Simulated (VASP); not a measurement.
# TiCo in VASP: settings compared

Aim: see how the results for TiCo move with the level of theory and the settings. Levels: PBE, LDA. Tasks: single point.

Everything below comes from runs of VASP 6.6.1. Logs are shortened: lines on timing, memory, paths and dates and some standing lists are left out, and cuts for length are marked.

## (1) The cell of the first run

It takes space group Pm-3m (No. 221, cubic). The conventional cell has a = 2.986 Å, b = 2.986 Å, c = 2.986 Å, α = 90.00°, β = 90.00°, γ = 90.00°. Co (site symmetry m-3m) has 8 Ti at 2.59 Å and 6 Co at 2.99 Å within 3.4 Å. Ti (site symmetry m-3m) has 8 Co at 2.59 Å and 6 Ti at 2.99 Å within 3.4 Å.

## (2) Single point, PBE, collinear spin, ferromagnetic start

File INCAR:

```
SYSTEM = TiCo
PREC = Accurate ; ENCUT = 600
EDIFF = 1E-6 ; ISMEAR = -1
SIGMA = 0.05 ; LREAL = .False.
LASPH = .True. ; NELM = 200
ALGO = Normal ; ISIF = 2
LWAVE = .False. ; LCHARG = .True.
ISPIN = 2 ; MAGMOM = 2.53333 1.26667
LORBIT = 11 ; NUPDOWN = 3.8
LMAXMIX = 4 ; GGA = PE
LELF = .True. ; LVHAR = .True.
NBANDS = 26 ; GGA_COMPAT = .False.
```

File KPOINTS:

```
Automatic mesh
0
Gamma
  8 8 8
  0 0 0
```

File POSCAR:

```
TiCo
1.0
    2.9861109900      0.0000000000      0.0000000000
    0.0000000000      2.9861109900      0.0000000000
    0.0000000000      0.0000000000      2.9861109900
Co Ti
1 1
Direct
    0.5000000000      0.5000000000      0.5000000000
    0.0000000000      0.0000000000      0.0000000000
```

Potentials or basis: VASP PAW PBE potentials, release 64 (Co_sv, Ti_sv).

Launch:

```sh
cat potpaw_PBE.64/Co_sv/POTCAR potpaw_PBE.64/Ti_sv/POTCAR > POTCAR
mpirun -np 1 vasp_std > vasp.out
```

OUTCAR:

```text
SYSTEM = TiCo
   PREC = Accurate
   ENCUT = 600
   EDIFF = 1E-6
   ISMEAR = -1
   LREAL = .False.
   LASPH = .True.
   NELM = 200
   ISIF = 2
   ISPIN = 2
   LORBIT = 11
   NUPDOWN = 3.8
   GGA = PE

 ion  position               nearest neighbor table
   1  0.500  0.500  0.500-   2 2.59   2 2.59   2 2.59   2 2.59   2 2.59   2 2.59   2 2.59   2 2.59

   2  0.000  0.000  0.000-   1 2.59   1 2.59   1 2.59   1 2.59   1 2.59   1 2.59   1 2.59   1 2.59

  LATTYP: Found a simple cubic cell.
 ALAT       =     2.9861109900

  Lattice vectors:

 A1 = (   2.9861109900,   0.0000000000,   0.0000000000)
 A2 = (   0.0000000000,   2.9861109900,   0.0000000000)
 A3 = (   0.0000000000,   0.0000000000,   2.9861109900)

Analysis of symmetry for initial positions (statically):
=====================================================================
 Subroutine PRICEL returns:
 Original cell was already a primitive cell.

 Routine SETGRP: Setting up the symmetry group for a
 simple cubic supercell.

 Subroutine GETGRP returns: Found 48 space group operations
 (whereof 48 operations were pure point group operations)
 out of a pool of 48 trial point group operations.

The static configuration has the point symmetry O_h .

Analysis of symmetry for dynamics (positions and initial velocities):
=====================================================================
 Subroutine PRICEL returns:
 Original cell was already a primitive cell.

 Routine SETGRP: Setting up the symmetry group for a
 simple cubic supercell.

 Subroutine GETGRP returns: Found 48 space group operations
 (whereof 48 operations were pure point group operations)
 out of a pool of 48 trial point group operations.

The dynamic configuration has the point symmetry O_h .

Analysis of structural, dynamic, and magnetic symmetry:
=====================================================================
 Subroutine PRICEL returns:
 Original cell was already a primitive cell.

 Routine SETGRP: Setting up the symmetry group for a
 simple cubic supercell.

 Subroutine GETGRP returns: Found 48 space group operations
 (whereof 48 operations were pure point group operations)
 out of a pool of 48 trial point group operations.

The overall configuration has the point symmetry O_h .

 Subroutine INISYM returns: Found 48 space group operations
 (whereof 48 operations are pure point group operations),
 and found     1 'primitive' translations

----------------------------------------------------------------------------------------

                                     Primitive cell

  volume of cell :      26.6267

  direct lattice vectors                    reciprocal lattice vectors
     2.986110990  0.000000000  0.000000000     0.334883735  0.000000000  0.000000000
     0.000000000  2.986110990  0.000000000     0.000000000  0.334883735  0.000000000
     0.000000000  0.000000000  2.986110990     0.000000000  0.000000000  0.334883735

  length of vectors
     2.986110990  2.986110990  2.986110990     0.334883735  0.334883735  0.334883735

  position of ions in fractional coordinates (direct lattice)
     0.500000000  0.500000000  0.500000000
     0.000000000  0.000000000  0.000000000

  ion indices of the primitive-cell ions
   primitive index   ion index
                 1           1
                 2           2

----------------------------------------------------------------------------------------

 KPOINTS: Automatic mesh

Automatic generation of k-mesh.
 Grid dimensions read from file:
 generate k-points for:    8    8    8

 Generating k-lattice:

  Cartesian coordinates                     Fractional coordinates (reciprocal lattice)
     0.041860467  0.000000000  0.000000000     0.125000000  0.000000000  0.000000000
     0.000000000  0.041860467  0.000000000     0.000000000  0.125000000  0.000000000
     0.000000000  0.000000000  0.041860467     0.000000000  0.000000000  0.125000000

  Length of vectors
     0.041860467  0.041860467  0.041860467

  Shift w.r.t. Gamma in fractional coordinates (k-lattice)
     0.000000000  0.000000000  0.000000000

 Subroutine IBZKPT returns following result:
 ===========================================

 Found     35 irreducible k-points:

 Following reciprocal coordinates:
            Coordinates               Weight
  0.000000  0.000000  0.000000      1.000000
  0.125000  0.000000  0.000000      6.000000
  0.250000  0.000000  0.000000      6.000000
  0.375000  0.000000  0.000000      6.000000
  0.500000  0.000000  0.000000      3.000000
  0.125000  0.125000  0.000000     12.000000
[... 16 lines left out ...]
  0.375000  0.375000  0.125000     24.000000
  0.500000  0.375000  0.125000     24.000000
 [... further k-points ...]
   k-points           NKPTS =     35   k-points in BZ     NKDIM =     35   number of bands    NBANDS=     26
   number of dos      NEDOS =    301   number of ions     NIONS =      2
   total plane-waves  NPLWV =  13824
   dimension x,y,z NGX =    24 NGY =   24 NGZ =   24
   dimension x,y,z NGXF=    48 NGYF=   48 NGZF=   48
   ions per type =               1   1
   NGX,Y,Z   is equivalent  to a cutoff of  13.36, 13.36, 13.36 a.u.
   NGXF,Y,Z  is equivalent  to a cutoff of  26.72, 26.72, 26.72 a.u.
 SYSTEM =  TiCo
   PREC   = accura    normal or accurate (medium, high low for compatibility)
   ISTART =      0    job   : 0-new  1-cont  2-samecut
   ICHARG =      2    charge: 1-file 2-atom 10-const
   ISPIN  =      2    spin polarized calculation?
   LNONCOLLINEAR =      F non collinear calculations
   LSORBIT =      F    spin-orbit coupling
   LASPH  =      T    aspherical Exc in radial PAW
   ENCUT  =  600.0 eV  44.10 Ry    6.64 a.u.   5.96  5.96  5.96*2*pi/ulx,y,z
   NELM   =    200;   NELMIN=  2; NELMDL= -5     # of ELM steps
   EDIFF  = 0.1E-05   stopping-criterion for ELM
   LREAL  =      F    real-space projection
   EDIFFG = 0.1E-04   stopping-criterion for IOM
   NSW    =      0    number of steps for IOM
   IBRION =     -1    ionic relax: 0-MD 1-quasi-New 2-CG
   NFREE  =      0    steps in history (QN), initial steepest desc. (CG)
   ISIF   =      2    stress and relaxation
   ISYM   =      2    0-nonsym 1-usesym 2-fastsym
   POTIM  = 0.5000    time-step for ionic-motion
   TEBEG  =    0.0;   TEEND  =   0.0 temperature during run
   PSTRESS=    0.0 pullay stress
   NELECT =      29.0000    total number of electrons
   NUPDOWN=       3.8000    fix difference up-down
   EMIN   =  10.00;   EMAX   =-10.00  energy-range for DOS
   EFERMI =   0.00;   METHOD = LEGACY
   ISMEAR =    -1;   SIGMA  =   0.05  broadening in eV -4-tet -1-fermi 0-gaus
   EFERMI_NEDOS =   21; number of points for ismear=-14 and -15
   IALGO  =     38    algorithm
   IMIX   =      4    mixing-type and parameters
     AMIX     =   0.40;   BMIX     =  1.00
     AMIX_MAG =   1.60;   BMIX_MAG =  1.00
  volume/ion in A,a.u.               =      13.31        89.84
  Fermi-wavevector in a.u.,A,eV,Ry     =   1.684360  3.182979 38.600656  2.837068
  Thomas-Fermi vector in A             =   2.767396
   LORBIT       =     11    0 simple, 1 ext, 2 COOP (PROOUT), +10 PAW based schemes
   GGA     = PE    functional components
   LHFCALC =     F    Hartree Fock is set to
   AEXX    =    0.0000 exact exchange contribution
   IVDW    =     0    specifies the selected vdW correction
   LEPSILON=     F    determine dielectric tensor
   LRPA    =     F    only Hartree local field effects (RPA)
 spin polarized calculation
  energy-cutoff  :      600.00
  volume of cell :       26.63
 maximum number of plane-waves:       912
 NGX is ok and might be reduce to    24
   NGX = 11   NGY = 11   NGZ = 11

 number of electron      29.0000006 magnetization       3.8000002

 Free energy of the ion-electron system (eV)
  ---------------------------------------------------
  ext. energy  EPLUGINS =         0.00000000
  ---------------------------------------------------
  free energy    TOTEN  =       -13.76152630 eV

  energy without entropy =      -13.72341270  energy(sigma->0) =      -13.74246950

 E-fermi :   9.3919     XC(G=0): -12.7202

 val. band max:       11.5904030861   @ k =   0.5000   0.2500   0.0000
 cond. band min:       9.4017724733   @ k =   0.1250   0.1250   0.1250
 fundamental gap:     -2.1886306128
 Fermi energy:        11.6130303430

 spin component 1

 k-point     1 :       0.0000    0.0000    0.0000
  band No.  band energies     occupation
      1     -86.0895      1.00000
      2     -49.3320      1.00000
      3     -49.3320      1.00000
      4     -49.3320      1.00000
      5     -45.9545      1.00000
      6     -22.1039      1.00000
[... 18 lines left out ...]
     25      29.4748      0.00000
     26      31.0392      0.00000

 k-point     2 :       0.1250    0.0000    0.0000
  band No.  band energies     occupation
      1     -86.0893      1.00000
      2     -49.3360      1.00000
      3     -49.3317      1.00000
      4     -49.3317      1.00000
      5     -45.9487      1.00000
      6     -22.1524      1.00000
[... 630 lines left out ...]
 k-point    24 :       0.5000    0.3750    0.1250
  band No.  band energies     occupation
      1     -86.0868      1.00000
      2     -49.3526      1.00000
      3     -49.3487      1.00000
      4     -49.3311      1.00000
      5     -45.8894      1.00000
      6     -22.3781      1.00000
[... 18 lines left out ...]
     25      26.2151      0.00000
     26      30.2804      0.00000

 [... further k-points ...]

 spin component 2

 k-point     1 :       0.0000    0.0000    0.0000
  band No.  band energies     occupation
      1     -83.8311      1.00000
      2     -47.1283      1.00000
      3     -47.1283      1.00000
      4     -47.1283      1.00000
      5     -44.9193      1.00000
      6     -21.0668      1.00000
[... 18 lines left out ...]
     25      30.8076      0.00000
     26      31.9972      0.00000

 k-point     2 :       0.1250    0.0000    0.0000
  band No.  band energies     occupation
      1     -83.8309      1.00000
      2     -47.1332      1.00000
      3     -47.1280      1.00000
      4     -47.1280      1.00000
      5     -44.9130      1.00000
      6     -21.1143      1.00000
[... 630 lines left out ...]
 k-point    24 :       0.5000    0.3750    0.1250
  band No.  band energies     occupation
      1     -83.8281      1.00000
      2     -47.1514      1.00000
      3     -47.1466      1.00000
      4     -47.1274      1.00000
      5     -44.8550      1.00000
      6     -21.3341      1.00000
[... 18 lines left out ...]
     25      27.3394      0.00000
     26      31.3509      0.00000

 [... further k-points ...]
[... 5 lines left out ...]
  --------------------------------------------------------------------------------------
  -------------------------------------------------------------------------------------
  Total        2.8225823      2.8225823      2.8225823      0.0000000     -0.0000000     -0.0000000
  in kB      169.8397574    169.8397574    169.8397574      0.0000000     -0.0000000     -0.0000000
  external PRESSURE =     169.8397574 kB  Pullay stress =       0.0000000 kB

 VOLUME and BASIS-vectors are now :
 -----------------------------------------------------------------------------
  energy-cutoff  :      600.00
  volume of cell :       26.63
      direct lattice vectors                 reciprocal lattice vectors
     2.986110990  0.000000000  0.000000000     0.334883735  0.000000000  0.000000000
     0.000000000  2.986110990  0.000000000     0.000000000  0.334883735  0.000000000
     0.000000000  0.000000000  2.986110990     0.000000000  0.000000000  0.334883735

 POSITION                                       TOTAL-FORCE (eV/Angst)
 -----------------------------------------------------------------------------------
      1.49306      1.49306      1.49306         0.000000      0.000000      0.000000
      0.00000      0.00000      0.00000         0.000000      0.000000      0.000000
 -----------------------------------------------------------------------------------
    total drift:                                0.000000      0.000000     -0.000000

  FREE ENERGIE OF THE ION-ELECTRON SYSTEM (eV)
  ---------------------------------------------------
  free  energy   TOTEN  =       -13.7615263013 eV

  energy  without entropy=      -13.7234127039  energy(sigma->0) =      -13.74246950

 total charge

# of ion       s       p       d       tot
------------------------------------------
    1        2.282   6.108   6.668  15.058
    2        2.232   6.162   2.023  10.417
--------------------------------------------------
tot          4.514  12.270   8.691  25.475

 magnetization (x)

# of ion       s       p       d       tot
------------------------------------------
    1        0.029   0.074   1.842   1.945
    2        0.016   0.082   1.056   1.154
--------------------------------------------------
tot          0.045   0.157   2.898   3.099
```

Wall time 18 s (1 thread of Intel Xeon 6975P-C (Granite Rapids), shared host); peak memory 0.18 GiB.

Results:

```
Free energy                                           : -13.7615 eV
Pressure                                              : 17.0 GPa
Net moment                                            : 3.80 μB per cell
Site moments                                          : Co +1.95; Ti +1.15 μB
Valence electrons inside the program's atomic spheres : Co 15.06; Ti 10.42
```

Caveat: the cell stands under pressure; the total moment is fixed, so each spin has its own Fermi level and the state may be an excited one.

## (3) Single point, PBE, collinear spin, ferromagnetic start

File INCAR:

```
PREC = Accurate ; ENCUT = 520
EDIFF = 1E-6 ; ISMEAR = 1
SIGMA = 0.05 ; LREAL = F
LASPH = T ; NELM = 150
ALGO = Normal ; ISIF = 2
LWAVE = F ; LCHARG = T
ISPIN = 2 ; MAGMOM = 2 1
LORBIT = 11 ; LMAXMIX = 4
GGA = PE ; LELF = T
LVHAR = T ; NBANDS = 22
```

File KPOINTS:

```
Automatic mesh
0
Gamma
  8 8 8
```

File POSCAR:

```
TiCo
1.0
    2.9861109900      0.0000000000      0.0000000000
    0.0000000000      2.9861109900      0.0000000000
    0.0000000000      0.0000000000      2.9861109900
Co Ti
1 1
Direct
    0.5055210000      0.5022710000      0.4966010000
    0.0047930000     -0.0085480000     -0.0036040000
```

Potentials or basis: VASP PAW PBE potentials, release 64 (Co, Ti_sv).

Launch:

```sh
cat potpaw_PBE.64/Co/POTCAR potpaw_PBE.64/Ti_sv/POTCAR > POTCAR
mpirun -np 1 vasp_std > vasp.out
```

Wall time 99 s (1 thread of Intel Xeon 6975P-C (Granite Rapids), shared host); peak memory 0.33 GiB.

Results (log left out):

| Property | Result |
| --- | --- |
| Free energy | -15.6438 eV |
| Pressure | -2.9 GPa |
| Largest force | 0.135 eV/Å |
| Net moment | 0.00 μB per cell |
| Valence electrons inside the program's atomic spheres | Co 8.31; Ti 10.27 |

Forces in eV/Å, atoms in the order of the input:
```
Co  -0.009 -0.134 -0.003
Ti   0.009  0.134  0.003
```

Levels at points of the mesh, in eV from the Fermi level:
Spin up:
| k point | band 8 | band 9 | band 10 | band 11 | band 12 | band 13 |
| --- | --- | --- | --- | --- | --- | --- |
| (0.00, 0.00, 0.00) | -1.42 | -1.42 | -1.42 | 0.78 | 0.79 | 2.71 |
| (0.50, 0.00, 0.00) | -1.51 | -1.50 | -1.00 | -0.75 | 0.14 | 0.66 |
| (0.00, 0.50, 0.00) | -1.50 | -1.50 | -1.00 | -0.76 | 0.14 | 0.66 |
| (0.00, 0.00, 0.50) | -1.51 | -1.50 | -1.00 | -0.75 | 0.14 | 0.66 |
| (0.50, 0.50, 0.00) | -2.36 | -0.56 | -0.12 | 0.67 | 0.69 | 1.24 |
| (0.00, 0.50, 0.50) | -2.36 | -0.56 | -0.12 | 0.67 | 0.69 | 1.24 |
| (0.50, 0.00, 0.50) | -2.35 | -0.56 | -0.12 | 0.68 | 0.68 | 1.22 |
| (0.50, 0.50, 0.50) | -2.06 | -2.05 | -2.05 | -0.53 | -0.53 | 3.12 |
Spin down:
```
           k point  band 6  band 7  band 8  band 9  band 10  band 11  band 12  band 13  band 14  band 15
(0.00, 0.00, 0.00)   -3.71   -3.70   -1.42   -1.42    -1.42     0.78     0.79     2.71     2.71     2.71
(0.50, 0.00, 0.00)   -3.73   -2.30   -1.51   -1.50    -1.00    -0.75     0.14     0.66     0.66     2.21
(0.00, 0.50, 0.00)   -3.73   -2.30   -1.49   -1.49    -1.00    -0.76     0.14     0.66     0.66     2.21
(0.00, 0.00, 0.50)   -3.73   -2.30   -1.51   -1.50    -1.00    -0.75     0.14     0.66     0.66     2.21
(0.50, 0.50, 0.00)   -3.70   -2.36   -2.36   -0.56    -0.12     0.67     0.69     1.24     2.57     2.57
(0.00, 0.50, 0.50)   -3.70   -2.36   -2.36   -0.56    -0.12     0.67     0.69     1.24     2.57     2.57
(0.50, 0.00, 0.50)   -3.70   -2.35   -2.35   -0.56    -0.12     0.68     0.68     1.22     2.56     2.56
(0.50, 0.50, 0.50)   -2.38   -2.38   -2.06   -2.05    -2.05    -0.53    -0.53     3.12     3.12     7.17
```

Caveat: the moments typed at the start vanished in this run.

## (4) Single point, LDA, collinear spin, ferromagnetic start

File INCAR:

```
SYSTEM = TiCo
ALGO = Normal
EDIFF = 1E-6
ENCUT = 690
GGA_COMPAT = .FALSE.
ISIF = 2
ISMEAR = 0
ISPIN = 2
LASPH = .TRUE.
LCHARG = .FALSE.
LMAXMIX = 4
LORBIT = 11
LREAL = .FALSE.
LWAVE = .FALSE.
MAGMOM = 2 1
NBANDS = 26
NELM = 200
PREC = Accurate
SIGMA = 0.05
```

File KPOINTS:

```
k-points
0
G
  7 7 7
  0 0 0
```

POSCAR is that of step 3.

Potentials or basis: VASP PAW LDA potentials, release 64 (Co_sv, Ti_sv).

Launch:

```sh
cat potpaw_LDA.64/Co_sv/POTCAR potpaw_LDA.64/Ti_sv/POTCAR > POTCAR
mpirun -np 1 vasp_std > vasp.out
```

OUTCAR:

```text
SYSTEM = TiCo
   EDIFF = 1E-6
   ENCUT = 690
   ISIF = 2
   ISMEAR = 0
   ISPIN = 2
   LASPH = .TRUE.
   LORBIT = 11
   LREAL = .FALSE.
   NELM = 200
   PREC = Accurate

 ion  position               nearest neighbor table
   1  0.506  0.502  0.497-   2 2.57   2 2.57   2 2.57   2 2.57   2 2.60   2 2.60   2 2.61   2 2.61

   2  0.005  0.991  0.996-   1 2.57   1 2.57   1 2.57   1 2.57   1 2.60   1 2.60   1 2.61   1 2.61

  LATTYP: Found a simple cubic cell.
 ALAT       =     2.9861109900

  Lattice vectors:

 A1 = (   2.9861109900,   0.0000000000,   0.0000000000)
 A2 = (   0.0000000000,   2.9861109900,   0.0000000000)
 A3 = (   0.0000000000,   0.0000000000,   2.9861109900)

[... 1608 lines left out ...]
  energy-cutoff  :      690.00
  volume of cell :       26.63
      direct lattice vectors                 reciprocal lattice vectors
     2.986110990  0.000000000  0.000000000     0.334883735  0.000000000  0.000000000
     0.000000000  2.986110990  0.000000000     0.000000000  0.334883735  0.000000000
     0.000000000  0.000000000  2.986110990     0.000000000  0.000000000  0.334883735

 POSITION                                       TOTAL-FORCE (eV/Angst)
 -----------------------------------------------------------------------------------
      1.50954      1.49984      1.48291        -0.008854     -0.121101     -0.001704
      0.01431      2.96059      2.97535         0.008854      0.121101      0.001704
 -----------------------------------------------------------------------------------
    total drift:                               -0.001502     -0.000897      0.001188

  FREE ENERGIE OF THE ION-ELECTRON SYSTEM (eV)
  ---------------------------------------------------
  free  energy   TOTEN  =       -17.5273828572 eV

  energy  without entropy=      -17.5257468811  energy(sigma->0) =      -17.52656487

 total charge

# of ion       s       p       d       tot
------------------------------------------
    1        2.272   6.094   6.766  15.132
    2        2.250   6.177   1.880  10.306
--------------------------------------------------
tot          4.522  12.270   8.646  25.438

 magnetization (x)

# of ion       s       p       d       tot
------------------------------------------
    1        0.015   0.002   0.610   0.627
    2       -0.000  -0.006   0.001  -0.006
--------------------------------------------------
tot          0.015  -0.004   0.611   0.622
```

It took 3.4 min on 1 thread of Intel Xeon Platinum 8488C (Sapphire Rapids), shared host; peak memory 0.36 GiB.

Results:

| Property | Result |
| --- | --- |
| Free energy | -17.5274 eV |
| Pressure | -14.7 GPa |
| Largest force | 0.121 eV/Å |
| Net moment | 0.62 μB per cell |
| Site moments | Co +0.63; Ti -0.01 μB |
| Valence electrons inside the program's atomic spheres | Co 15.13; Ti 10.31 |

Forces on the atoms (eV/Å):
```
Co  -0.009 -0.121 -0.002
Ti   0.009  0.121  0.002
```

Levels at points of the mesh, in eV from the Fermi level:
Spin up:
| k point | band 12 | band 13 | band 14 | band 15 | band 16 | band 17 | band 18 | band 19 |
| --- | --- | --- | --- | --- | --- | --- | --- | --- |
| (0.00, 0.00, 0.00) | -1.68 | -1.67 | -1.67 | 0.60 | 0.61 | 2.69 | 2.69 | 2.69 |
Spin down:
```
           k point  band 12  band 13  band 14  band 15  band 16  band 17
(0.00, 0.00, 0.00)    -1.27    -1.27    -1.27     0.91     0.92     2.77
```

Caveat: the cell stands under tension.
